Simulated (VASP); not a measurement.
# Na3WClO4 (P4/nmm) in VASP: notebook, part 2 of 2

VASP 6.6.1.

**3. Electric field gradients, PBE, non-collinear spin, zero start, spin-orbit coupling**

Contents of INCAR:

```
SYSTEM = Na3WClO4
PREC = Accurate ; ENCUT = 520
EDIFF = 1E-8 ; ISMEAR = -1
SIGMA = 0.02 ; LREAL = Auto
LASPH = .TRUE. ; NELM = 150
ALGO = Normal ; ISIF = 2
LWAVE = .FALSE. ; LCHARG = .FALSE.
MAGMOM = 0 0 0 0 0 0 0 0 0 0 0 0 0 0 0 0 0 0 0 0 0 0 0 0 0 0 0 0 0 0 0 0 0 0 0 0 0 0 0 0 0 0 0 0 0 0 0 0 0 0 0 0 0 0 ; LORBIT = 11
LSORBIT = .TRUE. ; GGA_COMPAT = .FALSE.
LORBMOM = .TRUE. ; LMAXMIX = 4
GGA = PE ; LEFG = .TRUE.
NBANDS = 160 ; KPAR = 4
```

Contents of KPOINTS:

```
regular mesh
0
G
  3 3 4
  0 0 0
```

Contents of POSCAR:

```
Na3WClO4
1.0
    7.5181000000      0.0000000000      0.0000000000
    0.0000000000      7.5181000000      0.0000000000
    0.0000000000      0.0000000000      5.3600000000
Na W Cl O
6 2 2 8
Direct
    0.5000000000      0.0000000000      0.3583709926
    0.0000000000      0.5000000000      0.6416290074
    0.7500000000      0.2500000000      0.0000000000
    0.2500000000      0.2500000000      0.0000000000
    0.2500000000      0.7500000000      0.0000000000
    0.7500000000      0.7500000000      0.0000000000
    0.0000000000      0.0000000000      0.5000000000
    0.5000000000      0.5000000000      0.5000000000
    0.5000000000      0.0000000000      0.8419851710
    0.0000000000      0.5000000000      0.1580148290
    0.8093580869      0.0000000000      0.2988253803
    0.5000000000      0.3093580869      0.2988253803
    0.1906419131      0.0000000000      0.2988253803
    0.5000000000      0.6906419131      0.2988253803
    0.3093580869      0.5000000000      0.7011746197
    0.0000000000      0.1906419131      0.7011746197
    0.6906419131      0.5000000000      0.7011746197
    0.0000000000      0.8093580869      0.7011746197
```

Potentials or basis: VASP PAW PBE potentials, release 64 (Na_pv, W_sv, Cl, O).

The run is started by

```
> cat potpaw_PBE.64/Na_pv/POTCAR potpaw_PBE.64/W_sv/POTCAR potpaw_PBE.64/Cl/POTCAR potpaw_PBE.64/O/POTCAR > POTCAR
> mpirun -np 4 vasp_ncl > vasp.out
```

OUTCAR:

```text
SYSTEM = Na3WClO4
   PREC = Accurate
   ENCUT = 520
   EDIFF = 1E-8
   ISMEAR = -1
   LREAL = Auto
   LASPH = .TRUE.
   NELM = 150
   ISIF = 2
   LORBIT = 11
   LSORBIT = .TRUE.
   GGA = PE

 ion  position               nearest neighbor table
   1  0.500  0.000  0.358-  11 2.35  12 2.35  13 2.35  14 2.35   9 2.59
   2  0.000  0.500  0.642-  15 2.35  16 2.35  17 2.35  18 2.35  10 2.59
   3  0.750  0.250  0.000-
   4  0.250  0.250  0.000-
   5  0.250  0.750  0.000-
   6  0.750  0.750  0.000-
   7  0.000  0.000  0.500-  11 1.79  13 1.79  16 1.79  18 1.79
   8  0.500  0.500  0.500-  12 1.79  14 1.79  15 1.79  17 1.79
   9  0.500  0.000  0.842-   1 2.59
  10  0.000  0.500  0.158-   2 2.59
  11  0.809  0.000  0.299-   7 1.79   1 2.35
  12  0.500  0.309  0.299-   8 1.79   1 2.35
  13  0.191  0.000  0.299-   7 1.79   1 2.35
  14  0.500  0.691  0.299-   8 1.79   1 2.35
  15  0.309  0.500  0.701-   8 1.79   2 2.35
  16  0.000  0.191  0.701-   7 1.79   2 2.35
  17  0.691  0.500  0.701-   8 1.79   2 2.35
  18  0.000  0.809  0.701-   7 1.79   2 2.35

  LATTYP: Found a simple tetragonal cell.
 ALAT       =     7.5181000000
 C/A-ratio  =     0.7129460901

  Lattice vectors:

 A1 = (   7.5181000000,   0.0000000000,   0.0000000000)
 A2 = (   0.0000000000,   7.5181000000,   0.0000000000)
 A3 = (   0.0000000000,   0.0000000000,   5.3600000000)

Analysis of symmetry for initial positions (statically):
=====================================================================
 Subroutine PRICEL returns:
 Original cell was already a primitive cell.

 Routine SETGRP: Setting up the symmetry group for a
 simple tetragonal supercell.

 Subroutine GETGRP returns: Found 16 space group operations
 (whereof  8 operations were pure point group operations)
 out of a pool of 16 trial point group operations.

The static configuration has the point symmetry D_2d.
 The point group associated with its full space group is D_4h.

Analysis of symmetry for dynamics (positions and initial velocities):
=====================================================================
 Subroutine PRICEL returns:
 Original cell was already a primitive cell.

 Routine SETGRP: Setting up the symmetry group for a
 simple tetragonal supercell.

 Subroutine GETGRP returns: Found 16 space group operations
 (whereof  8 operations were pure point group operations)
 out of a pool of 16 trial point group operations.

The dynamic configuration has the point symmetry D_2d.
 The point group associated with its full space group is D_4h.

Analysis of structural, dynamic, and magnetic symmetry:
=====================================================================
 Subroutine PRICEL returns:
 Original cell was already a primitive cell.

 Routine SETGRP: Setting up the symmetry group for a
 simple tetragonal supercell.

 Subroutine GETGRP returns: Found 16 space group operations
 (whereof  8 operations were pure point group operations)
 out of a pool of 16 trial point group operations.

The overall configuration has the point symmetry D_2d.
 The point group associated with its full space group is D_4h.

 Subroutine INISYM returns: Found 16 space group operations
 (whereof  8 operations are pure point group operations),
 and found     1 'primitive' translations

----------------------------------------------------------------------------------------

                                     Primitive cell

  volume of cell :     302.9570

  direct lattice vectors                    reciprocal lattice vectors
[... 1590 lines left out ...]
 ion       Cq(MHz)       eta       Q (mb)
----------------------------------------------------------------------
   1       0.013       0.000       1.000
   2       0.013       0.000       1.000
   3      -0.015       0.514       1.000
   4      -0.015       0.514       1.000
   5      -0.015       0.514       1.000
   6      -0.015       0.514       1.000
[... 10 lines left out ...]
  17       0.035       0.827       1.000
  18       0.035       0.827       1.000
----------------------------------------------------------------------

 orbital moment (x)

 # of ion     p       d       tot
 ----------------------------------------
  1         0.000   0.000   0.000
  2         0.000   0.000   0.000
  3         0.000   0.000   0.000
  4         0.000   0.000   0.000
  5        -0.000   0.000  -0.000
  6        -0.000   0.000  -0.000
[... 10 lines left out ...]
 17         0.000   0.000   0.000
 18        -0.000   0.000  -0.000
 ----------------------------------------
            0.000   0.000   0.000

 orbital moment (y)

 # of ion     p       d       tot
 ----------------------------------------
  1        -0.000   0.000  -0.000
  2        -0.000   0.000  -0.000
  3        -0.000   0.000  -0.000
  4         0.000   0.000   0.000
  5         0.000   0.000   0.000
  6        -0.000   0.000  -0.000
[... 10 lines left out ...]
 17        -0.000   0.000  -0.000
 18         0.000   0.000   0.000
 ----------------------------------------
            0.000   0.000   0.000

 orbital moment (z)

 # of ion     p       d       tot
 ----------------------------------------
  1         0.000   0.000   0.000
  2        -0.000   0.000  -0.000
  3        -0.000   0.000  -0.000
  4         0.000   0.000   0.000
  5         0.000   0.000   0.000
  6         0.000   0.000   0.000
[... 10 lines left out ...]
 17         0.000   0.000   0.000
 18         0.000   0.000   0.000
 ----------------------------------------
           -0.000   0.000  -0.000

 Spin-Orbit-Coupling matrix elements

 Ion:    1  E_soc:     -0.0007175
 l=   1
     0.0000000    -0.0001199    -0.0001189
    -0.0001199     0.0000000    -0.0001199
    -0.0001189    -0.0001199     0.0000000
 l=   2
     0.0000000     0.0000000     0.0000000     0.0000000     0.0000000
     0.0000000     0.0000000     0.0000000     0.0000000     0.0000000
     0.0000000     0.0000000     0.0000000     0.0000000     0.0000000
     0.0000000     0.0000000     0.0000000     0.0000000     0.0000000
     0.0000000     0.0000000     0.0000000     0.0000000     0.0000000
 l=   3
     0.0000000     0.0000000     0.0000000     0.0000000     0.0000000     0.0000000     0.0000000
     0.0000000     0.0000000     0.0000000     0.0000000     0.0000000     0.0000000     0.0000000
     0.0000000     0.0000000     0.0000000     0.0000000     0.0000000     0.0000000     0.0000000
     0.0000000     0.0000000     0.0000000     0.0000000     0.0000000     0.0000000     0.0000000
[... 329 lines left out ...]
 l=   2
     0.0000000     0.0000000     0.0000000     0.0000000     0.0000000
     0.0000000     0.0000000     0.0000000     0.0000000     0.0000000
     0.0000000     0.0000000     0.0000000     0.0000000     0.0000000
     0.0000000     0.0000000     0.0000000     0.0000000     0.0000000
     0.0000000     0.0000000     0.0000000     0.0000000     0.0000000
 l=   3
     0.0000000     0.0000000     0.0000000     0.0000000     0.0000000     0.0000000     0.0000000
     0.0000000     0.0000000     0.0000000     0.0000000     0.0000000     0.0000000     0.0000000
     0.0000000     0.0000000     0.0000000     0.0000000     0.0000000     0.0000000     0.0000000
     0.0000000     0.0000000     0.0000000     0.0000000     0.0000000     0.0000000     0.0000000
     0.0000000     0.0000000     0.0000000     0.0000000     0.0000000     0.0000000     0.0000000
     0.0000000     0.0000000     0.0000000     0.0000000     0.0000000     0.0000000     0.0000000
     0.0000000     0.0000000     0.0000000     0.0000000     0.0000000     0.0000000     0.0000000

 total charge

# of ion       s       p       d       tot
------------------------------------------
    1        0.053   5.996   0.000   6.049
    2        0.053   5.996   0.000   6.049
    3        0.040   5.979   0.000   6.019
    4        0.040   5.979   0.000   6.019
    5        0.040   5.979   0.000   6.019
    6        0.040   5.979   0.000   6.019
[... 10 lines left out ...]
   17        1.574   3.457   0.000   5.032
   18        1.574   3.457   0.000   5.032
--------------------------------------------------
tot         20.959  83.804   6.864 111.628

 magnetization (x)

# of ion       s       p       d       tot
------------------------------------------
    1        0.000   0.000   0.000   0.000
    2        0.000   0.000   0.000   0.000
    3        0.000  -0.000   0.000  -0.000
    4        0.000  -0.000   0.000  -0.000
    5       -0.000   0.000   0.000   0.000
    6       -0.000   0.000   0.000   0.000
[... 10 lines left out ...]
   17        0.000   0.000   0.000   0.000
   18        0.000   0.000   0.000   0.000
--------------------------------------------------
tot          0.000  -0.000   0.000  -0.000

 magnetization (y)

# of ion       s       p       d       tot
------------------------------------------
    1       -0.000   0.000   0.000  -0.000
    2       -0.000   0.000   0.000   0.000
    3       -0.000   0.000   0.000   0.000
    4        0.000  -0.000   0.000  -0.000
    5        0.000  -0.000   0.000  -0.000
    6       -0.000   0.000   0.000   0.000
[... 10 lines left out ...]
   17        0.000   0.000   0.000   0.000
   18       -0.000  -0.000   0.000  -0.000
--------------------------------------------------
tot         -0.000  -0.000  -0.000  -0.000

 magnetization (z)

# of ion       s       p       d       tot
------------------------------------------
    1       -0.000   0.000   0.000  -0.000
    2       -0.000   0.000   0.000   0.000
    3        0.000   0.000   0.000   0.000
    4        0.000   0.000   0.000   0.000
    5        0.000   0.000   0.000   0.000
    6        0.000   0.000   0.000   0.000
[... 10 lines left out ...]
   17        0.000   0.000   0.000   0.000
   18        0.000   0.000   0.000   0.000
--------------------------------------------------
tot          0.000   0.000   0.000   0.000
```

It took 10 min on 4 MPI ranks of Intel Xeon Platinum 8259CL at 2.50GHz (Skylake/Cascade Lake), shared host; peak memory 1.2 GiB.

What came out:

```yaml
Free_energy: -116.1874 eV
Pressure: 2.1 GPa
Largest_force: 0.412 eV/Å
Net_moment: 0.00 μB per cell
Largest_electric_field_gradient_by_atom: Na +5.5, -6.2 (each value once); W -99.5; Cl -17.6; O +14.5 V/Å²
Valence_electrons_inside_the_program's_atomic_spheres: Na 6.05, 6.02 (each value once); W 12.41; Cl 5.19; O 5.03
```

Forces on the atoms (eV/Å):
```
Na   0.000  0.000 -0.007
Na   0.000  0.000  0.007
Na   0.000  0.000  0.000
Na   0.000  0.000  0.000
Na   0.000  0.000  0.000
Na   0.000  0.000  0.000
W    0.000  0.000  0.000
W    0.000  0.000  0.000
Cl   0.000  0.000  0.006
Cl   0.000  0.000 -0.006
O   -0.330  0.000 -0.247
O    0.000 -0.330 -0.247
O    0.330  0.000 -0.247
O    0.000  0.330 -0.247
O   -0.330  0.000  0.247
O    0.000  0.330  0.247
O    0.330  0.000  0.247
O    0.000 -0.330  0.247
```

Moments on the atoms (μB; x, y, z):
```
Na  0.00 0.00 0.00
Na  0.00 0.00 0.00
Na  0.00 0.00 0.00
Na  0.00 0.00 0.00
Na  0.00 0.00 0.00
Na  0.00 0.00 0.00
W   0.00 0.00 0.00
W   0.00 0.00 0.00
Cl  0.00 0.00 0.00
Cl  0.00 0.00 0.00
O   0.00 0.00 0.00
O   0.00 0.00 0.00
O   0.00 0.00 0.00
O   0.00 0.00 0.00
O   0.00 0.00 0.00
O   0.00 0.00 0.00
O   0.00 0.00 0.00
O   0.00 0.00 0.00
```

Electric field gradients, principal values (V/Å²):
```csv
atom,least,middle,greatest (by size)
1 Na,-2.764,-2.764,5.529
2 Na,-2.764,-2.764,5.529
3 Na,1.498,4.662,-6.161
4 Na,1.498,4.662,-6.161
5 Na,1.498,4.662,-6.161
6 Na,1.498,4.662,-6.161
7 W,49.774,49.774,-99.547
8 W,49.774,49.774,-99.547
9 Cl,8.792,8.792,-17.584
10 Cl,8.792,8.792,-17.584
11 O,-1.253,-13.226,14.479
12 O,-1.253,-13.226,14.479
13 O,-1.253,-13.226,14.479
14 O,-1.253,-13.226,14.479
15 O,-1.253,-13.226,14.479
16 O,-1.253,-13.226,14.479
17 O,-1.253,-13.226,14.479
18 O,-1.253,-13.226,14.479
```

Caveat: without QUAD_EFG the Cq values of the log hold for a quadrupole moment of 1 mb, not for the nuclei.
